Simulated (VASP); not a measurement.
Cs2AgSbBr6:

```
Cs Ag Sb Br
1.0
     0.00000    5.68917    5.68917
     5.68917    0.00000    5.68917
     5.68917    5.68917    0.00000
Cs Ag Sb Br
2 1 1 6
Direct
  0.75000 0.75000 0.75000
  0.25000 0.25000 0.25000
  0.50000 0.50000 0.50000
  0.00000 0.00000 0.00000
  0.75118 0.24882 0.24882
  0.24882 0.24882 0.75118
  0.24882 0.75118 0.75118
  0.24882 0.75118 0.24882
  0.75118 0.24882 0.75118
  0.75118 0.75118 0.24882
```

* Program: VASP 6.6.1
* Task: relaxation of cell and atoms
* Functional: PBEsol
* Potentials or basis: VASP PAW PBE potentials, release 64 (Cs_sv, Ag, Sb, Br)
* Cutoff: 600 eV
* k mesh: 4 × 4 × 4
* Occupations: gaussian, width 0.02 eV
* Spin: no spin polarisation

At the start: pressure -1.7 GPa; volume 36.83 Å³/atom.

How do energy, volume and symmetry change on relaxing?

Over 7 steps the energy falls by 16.5 meV/atom and the volume is 34.04 Å³/atom (-7.6 %); space group Fm-3m (No. 225, to 0.1 Å) before and after.

Step by step:
```
step  energy change (eV)  largest force (eV/Å)  pressure (GPa)  volume (Å³)
   1              0.0000                0.0120           -1.71       368.28
   2             -0.1397                0.1803           -0.39       347.73
   3             -0.1458                0.2235           -0.01       342.97
   4             -0.1580                0.1358            0.00       341.72
   5             -0.1648                0.0004            0.04       339.82
   6             -0.1648                0.0044            0.04       339.89
   7             -0.1649                0.0003           -0.01       340.42
```

Final structure:
```xyz
10
Lattice="0.0000 5.5419 5.5419 5.5419 0.0000 5.5419 5.5419 5.5419 0.0000" Properties=species:S:1:pos:R:3 pbc="T T T"
Cs    8.3129    8.3129    8.3129
Cs    2.7710    2.7710    2.7710
Ag    5.5419    5.5419    5.5419
Sb    0.0000    5.5419    5.5419
Br    2.7866    5.5419    5.5419
Br    5.5419    5.5419    2.7866
Br    8.2972    5.5419    5.5419
Br    5.5419    2.7866    5.5419
Br    5.5419    8.2972    5.5419
Br    5.5419    5.5419    8.2972
```

Caveat: the PAW data sets were made with another functional, which shifts forces and pressure a little.
